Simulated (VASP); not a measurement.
# Cr: single point with RPBE

Cr:

```
Cr
1.0
     0.00000    2.49344    2.49344
     2.49344    0.00000    2.49344
     2.49344    2.49344    0.00000
Cr
2
Direct
  0.00000 0.00000 0.00000
  0.50000 0.50000 0.50000
```

This cell differs from its parent crystal: volume scaled by 1.04.

```yaml
Program: VASP 6.6.1
Task: single point
Functional: RPBE
Potentials_or_basis: VASP PAW PBE potentials, release 64 (Cr_pv)
Cutoff: 520 eV
k_mesh: 12 × 12 × 12
Occupations: fermi-dirac, width 0.05 eV
Spin: collinear spin, antiferromagnetic start
Starting_moments: "[2.345, -2.345] μB"
Dipole_correction: no
Further_INCAR_settings: ALGO = Normal; EDIFF = 1e-06; NBANDS = 23
```

```json
{
 "Pressure": "-1.5 GPa",
 "Band gap on the k mesh": "zero (filled and empty bands overlap)",
 "Net moment": "0.00 μB per cell",
 "Site moments": "Cr +2.70, -2.70 μB",
 "Valence electrons inside the program's atomic spheres": "Cr 10.81"
}
```

Levels at points of the mesh, in eV from the Fermi level:
Spin up:
```
           k point  band 9  band 10  band 11  band 12  band 13  band 14  band 15  band 16
(0.00, 0.00, 0.00)   -2.27    -2.10    -2.10    -2.10     2.85     2.85     2.85     3.83
(0.50, 0.00, 0.00)   -1.30    -1.30    -0.35    -0.35     0.75     0.75     1.11     2.21
(0.50, 0.50, 0.00)   -1.69    -0.92    -0.69    -0.17    -0.17     2.53     2.53     2.82
```
Spin down:
```
           k point  band 10  band 11  band 12  band 13  band 14  band 15
(0.00, 0.00, 0.00)    -2.10    -2.10    -2.10     2.85     2.85     2.85
(0.50, 0.00, 0.00)    -1.30    -0.35    -0.35     0.75     0.75     1.11
(0.50, 0.50, 0.00)    -0.92    -0.69    -0.17    -0.17     2.53     2.53
```

Run time: 81 s on 1 thread of Intel Xeon 6975P-C (shared host), peak memory 0.22 GiB.

Caveat: the PAW data sets were made with another functional, which shifts forces and pressure a little.
